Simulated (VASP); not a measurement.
Here is a VASP 6.6.1 calculation.

POSCAR

```
Au
1.0
    3.1805822282      0.0000000000      0.0000000000
    0.0000000000      3.1805822282      0.0000000000
    0.0000000000      0.0000000000      3.4718985220
Au
2
Direct
    0.0000000000      0.0000000000      0.0000000000
    0.5000000000      0.5000000000      0.5000000000
```

INCAR.step1

```
SYSTEM = Au
PREC     = Accurate       ! precision mode
ENCUT    = 520            ! plane-wave cutoff, eV
ISMEAR   = 0              ! smearing method
SIGMA    = 0.1            ! smearing width, eV
LREAL    = .False.        ! projectors in reciprocal space
LASPH    = .True.         ! aspherical terms in the spheres
NELM     = 100            ! most SCF steps
NBANDS   = 18             ! bands
GGA      = PE             ! functional
ALGO     = Normal         ! electronic algorithm
EDIFF    = 1E-4           ! SCF threshold, eV
LWAVE    = .True.         ! write WAVECAR
LCHARG   = .False.        ! write CHGCAR
```

File INCAR.step2:

```
SYSTEM = Au
PREC     = Accurate       ! precision mode
ENCUT    = 520            ! plane-wave cutoff, eV
EDIFF    = 1E-6           ! SCF threshold, eV
ISMEAR   = 0              ! smearing method
SIGMA    = 0.1            ! smearing width, eV
LREAL    = .False.        ! projectors in reciprocal space
LASPH    = .True.         ! aspherical terms in the spheres
NELM     = 100            ! most SCF steps
ALGO     = Normal         ! electronic algorithm
ISIF     = 2              ! what is computed and relaxed
LWAVE    = .False.        ! write WAVECAR
LCHARG   = .True.         ! write CHGCAR
METAGGA  = R2SCAN         ! meta-GGA
LMIXTAU  = .True.       
LELF     = .True.         ! ELF
LVHAR    = .True.       
NBANDS   = 18             ! bands
ISTART   = 1
```

KPOINTS

```
regular mesh
0
Gamma
  16 16 16
  0 0 0
```

Potentials or basis: VASP PAW PBE potentials, release 64 (Au).

Run with:

```console
$ cat potpaw_PBE.64/Au/POTCAR > POTCAR
$ cp INCAR.step1 INCAR
$ mpirun -np 1 vasp_std > vasp.out
$ cp INCAR.step2 INCAR
$ mpirun -np 1 vasp_std > vasp.out
```

Task: Estimate the band gap on the k mesh.

Result: Zero (bands 11 and 12 overlap by 6.14 eV).

Task: What does it give for the pressure?

Result: 0.6 GPa.

Stress tensor (GPa, compression positive):
```
0.26 0.00 0.00
0.00 0.26 0.00
0.00 0.00 1.28
```

Caveat: the cell differs from its parent crystal (uniaxial strain along c: +6.0 %, then relaxed in part); the PAW data sets were made with another functional, which shifts forces and pressure a little; spin-orbit coupling is left out, which moves the levels of the heavy elements.
